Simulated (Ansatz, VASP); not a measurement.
**One calculation of Li3Mg3H2, two programs**

```xyz
8
Lattice="3.0596 1.7665 4.3183 -3.0596 1.7665 4.3183 0.0000 -3.5330 4.3183" Properties=species:S:1:pos:R:3 pbc="T T T"
Li    0.0000    1.7665    4.3183
Li   -1.5298   -0.8832    4.3183
Li    1.5298   -0.8832    4.3183
Mg    0.0000   -1.7665    2.1592
Mg    1.5298    0.8832    2.1592
Mg   -1.5298    0.8832    2.1592
H     0.0000    0.0000    6.4775
H     0.0000    0.0000    0.0000
```

Alike in both runs: functional PBE; k mesh 12 × 12 × 12; occupations gaussian, width 0.1 eV; no spin polarisation.

Ansatz relaxed the structure, and its values are those at the end. VASP's run is a single point on that final structure, the one shown.

|  | VASP | Ansatz |
| --- | --- | --- |
| version | VASP 6.6.1 | Ansatz 0.2.0 |
| potentials or method | VASP PAW PBE potentials, release 64 (Li_sv, Mg, H), cutoff 750 eV | scalar-relativistic, plane waves, PAW |
| valence electrons in the cell | 17 | 41 |

|  | VASP | Ansatz | Ansatz less VASP |
| --- | --- | --- | --- |
| gap on the k mesh at the Fermi level (eV) | none | none | - |
| pressure (GPa) | -0.1 | 0.0 | +0.09 |

A gap of «none» marks a metal or a gap that the smearing closes. VASP's potentials hold 17 valence electrons a cell and Ansatz's 41, so a difference there can come from the potentials and not from the codes.
